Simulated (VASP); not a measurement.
Write the native input for VASP 6.6.1 that does the following.

```
Task                   : single point
Functional             : PBE
Potentials or basis    : VASP PAW PBE potentials, release 64 (Be)
Cutoff                 : 520 eV
k mesh                 : 6 × 6 × 10
Occupations            : fermi-dirac, width 0.1 eV
Spin                   : no spin polarisation
Dipole correction      : no
Further INCAR settings : ALGO = Normal; EDIFF = 1e-06; NBANDS = 12
```

The structure of Be lies in POSCAR:

```
Be
1.0
    3.7592619785      0.0000000000      0.0000000000
    0.0000000000      3.7592619785      0.0000000000
    0.0000000000      0.0000000000      2.2888590590
Be
4
Direct
    0.2974080000      0.2974080000      0.0000000000
    0.7025920000      0.7025920000      0.0000000000
    0.2025920000      0.7974080000      0.5000000000
    0.7974080000      0.2025920000      0.5000000000
```

These files were run (other wordings do the same):

INCAR

```
PREC = Accurate ; ENCUT = 520
EDIFF = 1E-6 ; ISMEAR = -1
SIGMA = 0.1 ; LREAL = False
LASPH = True ; NELM = 100
ALGO = Normal ; ISIF = 2
LWAVE = False ; LCHARG = False
GGA = PE ; NBANDS = 12
```

KPOINTS

```
Automatic mesh
0
Gamma
  6 6 10
```

Potentials or basis: VASP PAW PBE potentials, release 64 (Be).

Run with:

```sh
$ cat potpaw_PBE.64/Be/POTCAR > POTCAR
$ mpirun -np 1 vasp_std > vasp.out
```

Results of the run:

```
Pressure               : -1.0 GPa
Largest force          : 0.005 eV/Å
Band gap on the k mesh : zero (band 4 reaches 7.73 eV, above the bottom of band 5 at 5.69 eV)
```

It took 20 s on 1 thread of Intel Xeon 8259CL (shared host), peak memory 0.14 GiB.
